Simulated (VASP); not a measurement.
Runs of VASP 6.6.1 on Ir. The structure is that of space group P6/mmm (No. 191), or close to it. The cells are those of the table. This isn't the form of Ir at room conditions, which is fcc.

| task | cell | k mesh | cutoff (eV) | gap on the mesh (eV) | pressure (GPa) |
| --- | --- | --- | --- | --- | --- |
| relaxation of cell and atoms | relaxed from a = 4.308, b = 4.308, c = 2.641 Å, angles 90.0, 90.0, 120.0°, 3 atoms | 9 × 9 × 12 | 600 | none | 0.0 |
| single point | a = 4.566, b = 4.566, c = 2.822 Å, angles 90.0, 90.0, 120.0°, 3 atoms | 11 × 11 × 15 | 520 | none | -25.6 |
| single point | a = 4.455, b = 4.455, c = 2.753 Å, angles 90.0, 90.0, 120.0°, 3 atoms | 11 × 11 × 15 | 520 | none | -10.6 |
| single point | a = 4.511, b = 4.511, c = 2.788 Å, angles 90.0, 90.0, 120.0°, 3 atoms | 11 × 11 × 15 | 520 | none | -19.1 |
| single point | a = 4.338, b = 4.338, c = 2.680 Å, angles 90.0, 90.0, 120.0°, 3 atoms | 11 × 11 × 15 | 520 | none | (a) |

Alike in all rows: level RPBE; potentials or basis VASP PAW PBE potentials, release 64 (Ir); no spin polarisation; smearing fermi-dirac 0.1 eV.

Question: Estimate the missing entries.

Answer: (a) 14.2.

Caveats: the PAW data sets were made with another functional, which shifts forces and pressure a little; spin-orbit coupling is left out, which moves the levels of the heavy elements; the cell stands under tension (at least some runs); the cell stands under pressure (at least some runs).

A k mesh can miss the band edges, and the runs leave out spin-orbit coupling on Ir.

A gap of «none» marks levels without a gap at the run's occupations.
